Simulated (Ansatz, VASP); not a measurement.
One calculation of I, two programs

```
I
1.0
     3.95079   -2.58821    0.00000
     3.95079    2.58821    0.00000
     0.00000    0.00000   10.43895
I
4
Direct
  0.13354 0.86646 0.11195
  0.63354 0.36646 0.38805
  0.86646 0.13354 0.88805
  0.36646 0.63354 0.61195
```

Alike in both runs: task single point; functional PBEsol; k mesh 4 × 4 × 2; occupations gaussian, width 0.1 eV; no spin polarisation.

|  | VASP | Ansatz |
| --- | --- | --- |
| version | VASP 6.6.1 | Ansatz 0.2.0 |
| potentials or method | VASP PAW PBE potentials, release 64 (I), cutoff 520 eV | scalar-relativistic, plane waves, PAW |
| valence electrons in the cell | 28 | 68 |

|  | VASP | Ansatz | Ansatz less VASP |
| --- | --- | --- | --- |
| gap on the k mesh at the Fermi level (eV) | 1.18 | 1.18 | -0.007 |
| least direct gap on the mesh (eV) | 1.18 | 1.18 | -0.007 |
| pressure (GPa) | -1.3 | -1.3 | -0.01 |
| traceless stress, the component that is largest in VASP (GPa) | 0.92 | 0.92 | +0.007 |
| rms of the force components (eV/Å) | 0.104 | 0.104 | +0.0005 |

VASP's potentials were made for PBE, not for PBEsol. Atom by atom the forces differ by 0.001 eV/Å (rms over components). The functional is the same, so the differences come from potentials, cutoffs and numerics. VASP's potentials hold 28 valence electrons a cell and Ansatz's 68, so a difference there can come from the potentials and not from the codes.

Spin-orbit coupling is off throughout.
